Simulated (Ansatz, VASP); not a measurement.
One calculation of Li3HS, two programs

```
S H Li
1.0
     3.76491    0.00000    0.00000
     0.00000    3.76491    0.00000
     0.00000    0.00000    3.76491
S H Li
1 1 3
Direct
  0.50000 0.50000 0.50000
  0.00000 0.00000 0.00000
  0.50000 0.00000 0.00000
  0.00000 0.50000 0.00000
  0.00000 0.00000 0.50000
```

Alike in both runs: functional PBEsol; k mesh 6 × 6 × 6; occupations gaussian, width 0.02 eV; no spin polarisation.

Ansatz relaxed the structure, and its values are those at the end. VASP's run is a single point on that final structure, the one shown.

```csv
,VASP,Ansatz
version,VASP 6.6.1,Ansatz 0.2.0
potentials or method,"VASP PAW PBE potentials, release 64 (S, H, Li_sv), cutoff 520 eV","scalar-relativistic, plane waves, PAW"
valence electrons in the cell,16,16
```

Ansatz gave:

```
gap on the k mesh at the Fermi level (eV) : 4.16
least direct gap on the mesh (eV)         : 4.53
```

**Question.** What did VASP give for the same quantities?

**Answer.** gap on the k mesh at the Fermi level (eV): 4.18; least direct gap on the mesh (eV): 4.54.

VASP's potentials were made for PBE, not for PBEsol.

Noted on VASP's run: the cutoff is short for stress, so the pressure is rough.
